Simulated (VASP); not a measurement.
# InP (I4/mmm) in VASP: single point with PBEsol

Aim: the single point of InP with PBEsol.

Program: VASP 6.6.1. These are calculated values, not measurements. Logs are shortened: lines on timing, memory, paths and dates and some standing lists are left out, and cuts for length are marked.

**1. The cell of the first run**

It takes space group I4/mmm (No. 139, tetragonal). Conventional cell: a = 4.038 Å, b = 4.038 Å, c = 5.824 Å, α = 90.00°, β = 90.00°, γ = 90.00°. In (site symmetry 4/mmm) has 6 P at 2.85 to 2.91 Å within 3.8 Å. P (site symmetry 4/mmm) has 6 In at 2.85 to 2.91 Å within 3.8 Å.

**2. Single point, PBEsol (zz strain of +2 %)**

File INCAR:

```
PREC = Accurate ; ENCUT = 520
EDIFF = 1E-6 ; ISMEAR = -1
SIGMA = 0.03 ; LREAL = F
LASPH = T ; NELM = 80
ALGO = Normal ; ISIF = 2
LWAVE = F ; LCHARG = F
GGA = PS ; NBANDS = 16
```

File KPOINTS:

```
regular mesh
0
Gamma
  11 11 11
```

File POSCAR:

```
InP
1.0
    0.0000000000      2.8550000000      2.9121000000
    2.8550000000      0.0000000000      2.9121000000
    2.8550000000      2.8550000000      0.0000000000
In P
1 1
Direct
    0.0000000000      0.0000000000      0.0000000000
    0.5000000000      0.5000000000      0.5000000000
```

Potentials or basis: VASP PAW PBE potentials, release 64 (In_d, P).

Started as:

```console
$ cat potpaw_PBE.64/In_d/POTCAR potpaw_PBE.64/P/POTCAR > POTCAR
$ mpirun -np 1 vasp_std > vasp.out
```

OUTCAR:

```text
PREC = Accurate
   ENCUT = 520
   EDIFF = 1E-6
   ISMEAR = -1
   LREAL = F
   LASPH = T
   NELM = 80
   ISIF = 2
   GGA = PS

 ion  position               nearest neighbor table
   1  0.000  0.000  0.000-   2 2.85   2 2.85   2 2.85   2 2.85   2 2.91   2 2.91
   2  0.500  0.500  0.500-   1 2.85   1 2.85   1 2.85   1 2.85   1 2.91   1 2.91

  LATTYP: Found a body centered tetragonal cell.
 ALAT       =     4.0375797206
 C/A-ratio  =     1.4424978336

  Lattice vectors:

 A1 = (  -2.8550000000,   0.0000000000,   2.9121000000)
 A2 = (   2.8550000000,   0.0000000000,   2.9121000000)
 A3 = (   0.0000000000,   2.8550000000,  -2.9121000000)

Analysis of symmetry for initial positions (statically):
=====================================================================
 Subroutine PRICEL returns:
 Original cell was already a primitive cell.

 Routine SETGRP: Setting up the symmetry group for a
 body centered tetragonal supercell.

 Subroutine GETGRP returns: Found 16 space group operations
 (whereof 16 operations were pure point group operations)
 out of a pool of 16 trial point group operations.

The static configuration has the point symmetry D_4h.

Analysis of symmetry for dynamics (positions and initial velocities):
=====================================================================
 Subroutine PRICEL returns:
 Original cell was already a primitive cell.

 Routine SETGRP: Setting up the symmetry group for a
 body centered tetragonal supercell.

 Subroutine GETGRP returns: Found 16 space group operations
 (whereof 16 operations were pure point group operations)
 out of a pool of 16 trial point group operations.

The dynamic configuration has the point symmetry D_4h.

 Subroutine INISYM returns: Found 16 space group operations
 (whereof 16 operations are pure point group operations),
 and found     1 'primitive' translations

----------------------------------------------------------------------------------------

                                     Primitive cell

  volume of cell :      47.4732

  direct lattice vectors                    reciprocal lattice vectors
     0.000000000  2.855000000  2.912100000    -0.175131349  0.175131349  0.171697401
     2.855000000  0.000000000  2.912100000     0.175131349 -0.175131349  0.171697401
     2.855000000  2.855000000  0.000000000     0.175131349  0.175131349 -0.171697401

  length of vectors
     4.078155393  4.078155393  4.037579721     0.301366846  0.301366846  0.301366846

  position of ions in fractional coordinates (direct lattice)
     0.000000000  0.000000000  0.000000000
     0.500000000  0.500000000  0.500000000

  ion indices of the primitive-cell ions
   primitive index   ion index
                 1           1
                 2           2

----------------------------------------------------------------------------------------

 KPOINTS: regular mesh

Automatic generation of k-mesh.
 Grid dimensions read from file:
 generate k-points for:   11   11   11

 Generating k-lattice:

  Cartesian coordinates                     Fractional coordinates (reciprocal lattice)
    -0.015921032  0.015921032  0.015608855     0.090909091  0.000000000  0.000000000
     0.015921032 -0.015921032  0.015608855     0.000000000  0.090909091  0.000000000
     0.015921032  0.015921032 -0.015608855    -0.000000000 -0.000000000  0.090909091

  Length of vectors
     0.027396986  0.027396986  0.027396986

  Shift w.r.t. Gamma in fractional coordinates (k-lattice)
     0.000000000  0.000000000  0.000000000

 Subroutine IBZKPT returns following result:
 ===========================================

 Found    126 irreducible k-points:

 Following reciprocal coordinates:
            Coordinates               Weight
  0.000000  0.000000  0.000000      1.000000
  0.090909 -0.000000  0.000000      8.000000
  0.181818 -0.000000  0.000000      8.000000
  0.272727 -0.000000  0.000000      8.000000
  0.363636 -0.000000  0.000000      8.000000
  0.454545 -0.000000  0.000000      8.000000
[... 16 lines left out ...]
 -0.272727  0.181818  0.000000      8.000000
 -0.181818  0.181818  0.000000      4.000000
 [... further k-points ...]
   k-points           NKPTS =    126   k-points in BZ     NKDIM =    126   number of bands    NBANDS=     16
   number of dos      NEDOS =    301   number of ions     NIONS =      2
   total plane-waves  NPLWV =  27000
   dimension x,y,z NGX =    30 NGY =   30 NGZ =   30
   dimension x,y,z NGXF=    60 NGYF=   60 NGZF=   60
   ions per type =               1   1
   NGX,Y,Z   is equivalent  to a cutoff of  12.23, 12.23, 12.35 a.u.
   NGXF,Y,Z  is equivalent  to a cutoff of  24.46, 24.46, 24.70 a.u.
 SYSTEM =  unknown system
   PREC   = accura    normal or accurate (medium, high low for compatibility)
   ISTART =      0    job   : 0-new  1-cont  2-samecut
   ICHARG =      2    charge: 1-file 2-atom 10-const
   ISPIN  =      1    spin polarized calculation?
   LNONCOLLINEAR =      F non collinear calculations
   LSORBIT =      F    spin-orbit coupling
   LASPH  =      T    aspherical Exc in radial PAW
   ENCUT  =  520.0 eV  38.22 Ry    6.18 a.u.   7.58  7.58  7.51*2*pi/ulx,y,z
   NELM   =     80;   NELMIN=  2; NELMDL= -5     # of ELM steps
   EDIFF  = 0.1E-05   stopping-criterion for ELM
   LREAL  =      F    real-space projection
   EDIFFG = 0.1E-04   stopping-criterion for IOM
   NSW    =      0    number of steps for IOM
   IBRION =     -1    ionic relax: 0-MD 1-quasi-New 2-CG
   NFREE  =      0    steps in history (QN), initial steepest desc. (CG)
   ISIF   =      2    stress and relaxation
   ISYM   =      2    0-nonsym 1-usesym 2-fastsym
   POTIM  = 0.5000    time-step for ionic-motion
   TEBEG  =    0.0;   TEEND  =   0.0 temperature during run
   PSTRESS=    0.0 pullay stress
   NELECT =      18.0000    total number of electrons
   NUPDOWN=      -1.0000    fix difference up-down
   EMIN   =  10.00;   EMAX   =-10.00  energy-range for DOS
   EFERMI =   0.00;   METHOD = LEGACY
   ISMEAR =    -1;   SIGMA  =   0.03  broadening in eV -4-tet -1-fermi 0-gaus
   EFERMI_NEDOS =   21; number of points for ismear=-14 and -15
   IALGO  =     38    algorithm
   IMIX   =      4    mixing-type and parameters
     AMIX     =   0.40;   BMIX     =  1.00
     AMIX_MAG =   1.60;   BMIX_MAG =  1.00
  volume/ion in A,a.u.               =      23.74       160.18
  Fermi-wavevector in a.u.,A,eV,Ry     =   1.184903  2.239142 19.102516  1.403995
  Thomas-Fermi vector in A             =   2.321108
   LORBIT       =      0    0 simple, 1 ext, 2 COOP (PROOUT), +10 PAW based schemes
   GGA     = PS    functional components
   LHFCALC =     F    Hartree Fock is set to
   AEXX    =    0.0000 exact exchange contribution
   IVDW    =     0    specifies the selected vdW correction
   LEPSILON=     F    determine dielectric tensor
   LRPA    =     F    only Hartree local field effects (RPA)
 non-spin polarized calculation
  energy-cutoff  :      520.00
  volume of cell :       47.47
 maximum number of plane-waves:      1311
   NGX = 15   NGY = 15   NGZ = 15

 number of electron      17.9999999 magnetization

 Free energy of the ion-electron system (eV)
  ---------------------------------------------------
  ext. energy  EPLUGINS =         0.00000000
  ---------------------------------------------------
  free energy    TOTEN  =        -8.57789746 eV

  energy without entropy =       -8.57531407  energy(sigma->0) =       -8.57660577

 E-fermi :   5.6054     XC(G=0): -10.0490

 val. band max:        5.6018989332   @ k =  -0.0909   0.0909   0.0000
 cond. band min:       5.6290922614   @ k =  -0.4545   0.0909   0.0000
 fundamental gap:      0.0271933282
 Fermi energy:         5.6053991932

 k-point     1 :       0.0000    0.0000    0.0000
  band No.  band energies     occupation
      1      -8.3874      2.00000
      2      -8.3859      2.00000
      3      -8.3746      2.00000
      4      -8.3690      2.00000
      5      -8.3690      2.00000
      6      -5.6226      2.00000
[... 8 lines left out ...]
     15      13.5557      0.00000
     16      13.5557      0.00000

 k-point     2 :       0.0909   -0.0000    0.0000
  band No.  band energies     occupation
      1      -8.3895      2.00000
      2      -8.3886      2.00000
      3      -8.3723      2.00000
      4      -8.3674      2.00000
      5      -8.3655      2.00000
      6      -5.5323      2.00000
[... 8 lines left out ...]
     15      13.1788      0.00000
     16      13.5183      0.00000

 k-point     3 :       0.1818   -0.0000    0.0000
  band No.  band energies     occupation
      1      -8.3975      2.00000
      2      -8.3973      2.00000
      3      -8.3710      2.00000
      4      -8.3563      2.00000
      5      -8.3545      2.00000
      6      -5.2674      2.00000
[... 8 lines left out ...]
     15      13.5570      0.00000
     16      13.5797      0.00000

 k-point     4 :       0.2727   -0.0000    0.0000
  band No.  band energies     occupation
      1      -8.4099      2.00000
      2      -8.4083      2.00000
      3      -8.3718      2.00000
      4      -8.3393      2.00000
      5      -8.3391      2.00000
      6      -4.8513      2.00000
[... 8 lines left out ...]
     15      14.3743      0.00000
     16      14.3895      0.00000
[... 324 lines left out ...]
 k-point    22 :      -0.3636    0.1818    0.0000
  band No.  band energies     occupation
      1      -8.4498      2.00000
      2      -8.4173      2.00000
      3      -8.3610      2.00000
      4      -8.3289      2.00000
      5      -8.3199      2.00000
      6      -3.7657      2.00000
[... 8 lines left out ...]
     15      15.3134      0.00000
     16      16.6121      0.00000

 k-point    23 :      -0.2727    0.1818    0.0000
  band No.  band energies     occupation
      1      -8.4301      2.00000
      2      -8.4181      2.00000
      3      -8.3637      2.00000
      4      -8.3325      2.00000
      5      -8.3291      2.00000
      6      -4.2116      2.00000
[... 8 lines left out ...]
     15      15.1529      0.00000
     16      17.4946      0.00000

 k-point    24 :      -0.1818    0.1818    0.0000
  band No.  band energies     occupation
      1      -8.4142      2.00000
      2      -8.4113      2.00000
      3      -8.3683      2.00000
      4      -8.3447      2.00000
      5      -8.3335      2.00000
      6      -4.6885      2.00000
[... 8 lines left out ...]
     15      14.9135      0.00000
     16      16.2912      0.00000

 [... further k-points ...]
[... 5 lines left out ...]
  --------------------------------------------------------------------------------------
  -------------------------------------------------------------------------------------
  Total       -2.5269713     -2.5269713     -2.8995397      0.0000000      0.0000000     -0.0000000
  in kB      -85.2829845    -85.2829845    -97.8568276      0.0000000      0.0000000     -0.0000000
  external PRESSURE =     -89.4742656 kB  Pullay stress =       0.0000000 kB

 VOLUME and BASIS-vectors are now :
 -----------------------------------------------------------------------------
  energy-cutoff  :      520.00
  volume of cell :       47.47
      direct lattice vectors                 reciprocal lattice vectors
     0.000000000  2.855000000  2.912100000    -0.175131349  0.175131349  0.171697401
     2.855000000  0.000000000  2.912100000     0.175131349 -0.175131349  0.171697401
     2.855000000  2.855000000  0.000000000     0.175131349  0.175131349 -0.171697401

 POSITION                                       TOTAL-FORCE (eV/Angst)
 -----------------------------------------------------------------------------------
      0.00000      0.00000      0.00000         0.000000     -0.000000      0.000000
      2.85500      2.85500      2.91210        -0.000000      0.000000     -0.000000
 -----------------------------------------------------------------------------------
    total drift:                               -0.000000      0.000000      0.000000

  FREE ENERGIE OF THE ION-ELECTRON SYSTEM (eV)
  ---------------------------------------------------
  free  energy   TOTEN  =        -8.5778974648 eV

  energy  without entropy=       -8.5753140746  energy(sigma->0) =       -8.57660577
```

Wall time 35 s (1 thread of Intel Xeon 6975P-C (Granite Rapids), shared host); peak memory 0.23 GiB.

What came out:

| Quantity | Value |
| --- | --- |
| Free energy | -8.5779 eV |
| Pressure | -8.9 GPa |
| Band gap on the k mesh | zero (band 9 reaches 5.94 eV, above the bottom of band 10 at 3.70 eV) |

Caveat: the cell differs from its parent crystal (zz strain of +2 %); the PAW data sets were made with another functional, which shifts forces and pressure a little; spin-orbit coupling is left out, which moves the levels of the heavy elements.
